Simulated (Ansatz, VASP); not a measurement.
One calculation of Re3I, two programs

```
Re I
1.0
     4.06701    0.00000    0.00000
     0.00000    4.06701    0.00000
     0.00000    0.00000    4.06701
Re I
3 1
Direct
  0.00000 0.50000 0.50000
  0.50000 0.00000 0.50000
  0.50000 0.50000 0.00000
  0.00000 0.00000 0.00000
```

Alike in both runs: functional PBE; k mesh 12 × 12 × 12; occupations gaussian, width 0.1 eV; collinear spin.

Ansatz relaxed the structure, and its values are those at the end. VASP's run is a single point on that final structure, the one shown.

```csv
,VASP,Ansatz
version,VASP 6.6.1,Ansatz 0.2.0
potentials or method,"VASP PAW PBE potentials, release 64 (Re, I), cutoff 520 eV","scalar-relativistic, plane waves, PAW"
valence electrons in the cell,28,62
```

|  | VASP | Ansatz | Ansatz less VASP |
| --- | --- | --- | --- |
| gap on the k mesh at the Fermi level (eV) | none | none | - |
| pressure (GPa) | -0.1 | 0.0 | +0.06 |
| net moment per atom (μB) | 0.00 | 0.00 | -0.001 |

A gap of «none» marks a metal or a gap that the smearing closes. VASP's potentials hold 28 valence electrons a cell and Ansatz's 62, so a difference there can come from the potentials and not from the codes. Ansatz's warnings: seeded moment not kept.

Spin-orbit coupling is off throughout.
